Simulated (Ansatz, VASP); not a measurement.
**HfN: VASP beside Ansatz**

Contents of INCAR:

```
PREC = Accurate
ENCUT = 600
EDIFF = 1E-7
ISMEAR = 0
SIGMA = 0.1
LREAL = False
LASPH = True
NELM = 120
ALGO = Normal
ISIF = 3
LWAVE = False
LCHARG = False
GGA = PE
IBRION = 2
NSW = 100
EDIFFG = -0.002
GGA_COMPAT = False
NELMIN = 4
```

The input KPOINTS:

```
regular mesh
0
Gamma
  16 16 16
```

Contents of POSCAR:

```
HfN
1.0
    0.0000000000      2.2560000000      2.2560000000
    2.2560000000      0.0000000000      2.2560000000
    2.2560000000      2.2560000000      0.0000000000
Hf N
1 1
Direct
    0.0000000000      0.0000000000      0.0000000000
    0.5000000000      0.5000000000      0.5000000000
```

Input for Ansatz:

```yaml
crystal:
  lattice:
    - [0.0, 2.256, 2.256]
    - [2.256, 0.0, 2.256]
    - [2.256, 2.256, 0.0]
  atoms:
    - { symbol: Hf, position: [0.0, 0.0, 0.0] }
    - { symbol: "N", position: [0.5, 0.5, 0.5] }
basis:
  ecutwfc: 600.0
kpoints:
  mp_grid: { grid: [16, 16, 16] }
hamiltonian:
  xc: pbe
  pseudopotentials: { kind: paw }
scf:
  occupations: { method: gaussian, width: 0.1 }
output:
  forces: true
  stress: true
  eigenvalues: true
relax:
  adjacent_minimum: "off"
  f_tol: 0.002
  max_steps: 80
  cell: { stress_tol: 0.02 }
```

Alike in both runs: task relaxation of cell and atoms; functional PBE; k mesh 16 × 16 × 16; occupations gaussian, width 0.1 eV; no spin polarisation.

|  | VASP | Ansatz |
| --- | --- | --- |
| version | VASP 6.6.1 | Ansatz 0.2.0 |
| potentials or method | VASP PAW PBE potentials, release 64 (Hf_pv, N), cutoff 600 eV | scalar-relativistic, plane waves, PAW |
| valence electrons in the cell | 15 | 31 |

Ansatz gave:

| Item | Value |
| --- | --- |
| gap on the k mesh at the Fermi level, each at its own relaxed structure (eV) | none |
| relaxed volume (Å³/atom) | 11.75 |
| relaxed cell length with the largest relative difference (Å) | 3.216 |

Question: Which values does VASP return?

Answer: gap on the k mesh at the Fermi level, each at its own relaxed structure (eV): none; relaxed volume (Å³/atom): 11.65; relaxed cell length with the largest relative difference (Å): 3.206.

A gap of «none» marks a metal or a gap that the smearing closes. VASP's potentials hold 15 valence electrons a cell and Ansatz's 31, so a difference there can come from the potentials and not from the codes.

Spin-orbit coupling is off throughout.
